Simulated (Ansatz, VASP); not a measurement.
**One calculation of VO2, two programs**

```xyz
6
Lattice="4.5546 0.0000 0.0000 0.0000 4.5546 0.0000 0.0000 0.0000 2.8813" Properties=species:S:1:pos:R:3 pbc="T T T"
V     0.0000    0.0000    0.0000
V     2.2773    2.2773    1.4407
O     1.3688    1.3688    0.0000
O     0.9085    3.6461    1.4407
O     3.1858    3.1858    0.0000
O     3.6461    0.9085    1.4407
```

Change from the starting cell: z stretched by +1 %, ions relaxed.

Alike in both runs: functional PBE; k mesh 10 × 10 × 16; occupations fermi-dirac, width 0.05 eV; collinear spin.

Ansatz relaxed the structure, and its values are those at the end. VASP's run is a single point on that final structure, the one shown.

|  | VASP | Ansatz |
| --- | --- | --- |
| version | VASP 6.6.1 | Ansatz 0.2.0 |
| potentials or method | VASP PAW PBE potentials, release 64 (V_sv, O) | plane-wave PAW, scalar-relativistic |
| plane-wave cutoff (eV) | 600 | 420 |
| valence electrons in the cell | 50 | 50 |

VASP gave:

```
pressure (GPa)                                                : -0.2
rms of the force components (eV/Å)                            : 0.011
net moment per atom (μB)                                      : 0.33
size of the moment on the site where the two differ most (μB) : 1.05
```

Problem. Estimate Ansatz's values.

Solution. Pressure (GPa): -0.9; rms of the force components (eV/Å): 0.000; net moment per atom (μB): 0.33; size of the moment on the site where the two differ most (μB): 0.84.

Site moments also hang on the region over which each program counts them. Ansatz's warnings: stress scf threshold loose.
